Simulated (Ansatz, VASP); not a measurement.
# Al in VASP and in Ansatz

Contents of INCAR:

```
PREC = Accurate ; ENCUT = 520
EDIFF = 1E-6 ; ISMEAR = 0
SIGMA = 0.15 ; LREAL = F
LASPH = T ; NELM = 100
ALGO = Fast ; ISIF = 2
LWAVE = F ; LCHARG = T
GGA = CA ; LELF = T
LVHAR = T ; NBANDS = 8
```

Contents of KPOINTS:

```
regular mesh
0
Gamma
  20 20 20
```

File POSCAR:

```
Al
1.0
    0.0000000000      2.0239800000      2.1251790000
    2.0239800000      0.0000000000      2.1251790000
    2.0239800000      2.0239800000      0.0000000000
Al
1
Direct
    0.0000000000      0.0000000000      0.0000000000
```

Input for Ansatz:

```yaml
crystal:
  lattice:
    - [0.0, 2.02398, 2.125179]
    - [2.02398, 0.0, 2.125179]
    - [2.02398, 2.02398, 0.0]
  atoms:
    - { symbol: Al, position: [0.0, 0.0, 0.0] }
basis:
  ecutwfc: 420
kpoints:
  mp_grid: { grid: [20, 20, 20] }
hamiltonian:
  xc: lda
scf:
  occupations: { method: gaussian, width: 0.15 }
output:
  forces: true
  stress: true
  eigenvalues: true
```

Change from the starting cell: strain +0.000 along x and y, +0.050 along z, atoms carried along.

Alike in both runs: task single point; functional LDA; k mesh 20 × 20 × 20; occupations gaussian, width 0.15 eV; no spin polarisation.

|  | VASP | Ansatz |
| --- | --- | --- |
| version | VASP 6.6.1 | Ansatz 0.2.0 |
| potentials or method | VASP PAW LDA potentials, release 64 (Al), cutoff 520 eV | scalar-relativistic, plane waves, PAW |
| valence electrons in the cell | 3 | 3 |

|  | VASP | Ansatz | Ansatz less VASP |
| --- | --- | --- | --- |
| gap on the k mesh at the Fermi level (eV) | none | none | - |
| pressure (GPa) | -6.4 | -6.4 | -0.02 |
| traceless stress, the component that is largest in VASP (GPa) | -1.10 | -1.09 | +0.001 |

LDA's correlation is that of Perdew and Zunger in VASP and of Perdew and Wang (1992) in Ansatz. A gap of «none» marks a metal or a gap that the smearing closes.
